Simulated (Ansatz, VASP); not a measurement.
# In: VASP beside Ansatz

INCAR

```
SYSTEM = In
ALGO     = Normal         ! electronic algorithm
EDIFF    = 1E-6           ! SCF threshold, eV
ENCUT    = 520            ! plane-wave cutoff, eV
GGA      = PE             ! functional
ISIF     = 2              ! what is computed and relaxed
ISMEAR   = 1              ! smearing method
LASPH    = .True.         ! aspherical terms in the spheres
LCHARG   = .False.        ! write CHGCAR
LREAL    = .False.        ! projectors in reciprocal space
LWAVE    = .False.        ! write WAVECAR
NBANDS   = 12             ! bands
NELM     = 60             ! most SCF steps
PREC     = Accurate       ! precision mode
SIGMA    = 0.1            ! smearing width, eV
```

The input KPOINTS:

```
k-points
0
Gamma
  11 11 14
  0 0 0
```

The input POSCAR:

```
In
1.0
   -1.6482197047      1.6973406184      2.5249789927
    1.6973406184     -1.6482197047      2.5249789927
    1.6043570008      1.6043570008     -2.4927016059
In
1
Direct
    0.0000000000      0.0000000000      0.0000000000
```

Input for Ansatz:

```yaml
crystal:
  lattice:
    - [-1.6482197047, 1.6973406184, 2.5249789927]
    - [1.6973406184, -1.6482197047, 2.5249789927]
    - [1.6043570008, 1.6043570008, -2.4927016059]
  atoms:
    - { symbol: In, position: [0.0, 0.0, 0.0] }
hamiltonian:
  xc: pbe
  pseudopotentials:
    kind: paw
    azcp:
      In: "pseudopotentials/In.paw.azcp"
basis:
  ecutwfc: 420
  fft_grid_basis: typed
kpoints:
  mp_grid: { grid: [11, 11, 14], shift: [0, 0, 0] }
magnetization:
  spin_polarized: false
scf:
  occupations: { method: methfessel_paxton, width: 0.1 }
  lower_state_search: "off"
output:
  stress: true
```

Alike in both runs: task single point; functional PBE; k mesh 11 × 11 × 14; occupations methfessel-paxton of order 1, width 0.1 eV; no spin polarisation.

|  | VASP | Ansatz |
| --- | --- | --- |
| version | VASP 6.6.1 | Ansatz 0.2.0 |
| potentials or method | VASP PAW PBE potentials, release 64 (In_d), cutoff 520 eV | plane waves (420 eV) with PAW, scalar-relativistic |
| valence electrons in the cell | 13 | 13 |

|  | VASP | Ansatz | Ansatz less VASP |
| --- | --- | --- | --- |
| pressure (GPa) | 0.0 | 0.0 | +0.04 |
| traceless stress, the component that is largest in VASP (GPa) | -0.26 | -0.26 | -0.001 |

With one functional, cell and mesh, what is left measures potentials, basis and numerics.
